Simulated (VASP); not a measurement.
Input of a VASP 6.6.1 run:

The input INCAR:

```
SYSTEM = BaTe
ALGO = Normal
EDIFF = 1E-6
ENCUT = 520
GGA = RP
ISIF = 2
ISMEAR = 0
LASPH = .TRUE.
LCHARG = .FALSE.
LREAL = .FALSE.
LWAVE = .FALSE.
NBANDS = 15
NELM = 80
PREC = Accurate
SIGMA = 0.1
```

File KPOINTS:

```
k-points
0
G
  7 7 7
  0 0 0
```

File POSCAR:

```
BaTe
1.0
    0.0000000000      3.4100000000      3.4100000000
    3.4100000000      0.0000000000      3.4100000000
    3.4100000000      3.4100000000      0.0000000000
Ba Te
1 1
Direct
    0.0000000000      0.0000000000      0.0000000000
    0.5000000000      0.5000000000      0.5000000000
```

Potentials or basis: VASP PAW PBE potentials, release 64 (Ba_sv, Te).

The run is started by

```bash
$ cat potpaw_PBE.64/Ba_sv/POTCAR potpaw_PBE.64/Te/POTCAR > POTCAR
$ mpirun -np 1 vasp_std > vasp.out
```

Q: Predict the band gap on the k mesh.

A: 1.49 eV, indirect (least direct gap 1.87 eV).

Q: What does it give for the pressure?

A: 5.6 GPa.

Caveat: the PAW data sets were made with another functional, which shifts forces and pressure a little; spin-orbit coupling is left out, which moves the levels of the heavy elements. A k mesh can miss the band edges.
